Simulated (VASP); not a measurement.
A run of VASP 6.6.1 is set up as follows.

File INCAR:

```
SYSTEM = Cs
PREC     = Accurate       ! precision mode
ENCUT    = 520            ! plane-wave cutoff, eV
EDIFF    = 1E-6           ! SCF threshold, eV
ISMEAR   = 0              ! smearing method
SIGMA    = 0.15           ! smearing width, eV
LREAL    = .False.        ! projectors in reciprocal space
LASPH    = .True.         ! aspherical terms in the spheres
NELM     = 100            ! most SCF steps
ALGO     = Fast           ! electronic algorithm
ISIF     = 2              ! what is computed and relaxed
LWAVE    = .False.        ! write WAVECAR
LCHARG   = .False.        ! write CHGCAR
GGA      = PS             ! functional
NBANDS   = 10             ! bands
```

KPOINTS

```
Automatic mesh
0
Gamma
  12 12 12
  0 0 0
```

The input POSCAR:

```
Cs
1.0
   -0.4168128504      3.7513156533      3.7513156533
    3.7513156533     -0.4168128504      3.7513156533
    3.7513156533      3.7513156533     -0.4168128504
Cs
1
Direct
    0.0000000000      0.0000000000      0.0000000000
```

Potentials or basis: VASP PAW PBE potentials, release 64 (Cs_sv).

The run is started by

```console
$ cat potpaw_PBE.64/Cs_sv/POTCAR > POTCAR
$ mpirun -np 1 vasp_std > vasp.out
```

Problem. What does it give for the band gap on the k mesh?

Solution. Zero (an odd number of electrons rules out a gap without spin polarisation).

Problem. Estimate the pressure.

Solution. -0.2 GPa.

Stress tensor (GPa, compression positive):
```
-0.19  0.10  0.10
 0.10 -0.19  0.10
 0.10  0.10 -0.19
```

Caveat: the PAW data sets were made with another functional, which shifts forces and pressure a little; spin-orbit coupling is left out, which moves the levels of the heavy elements.
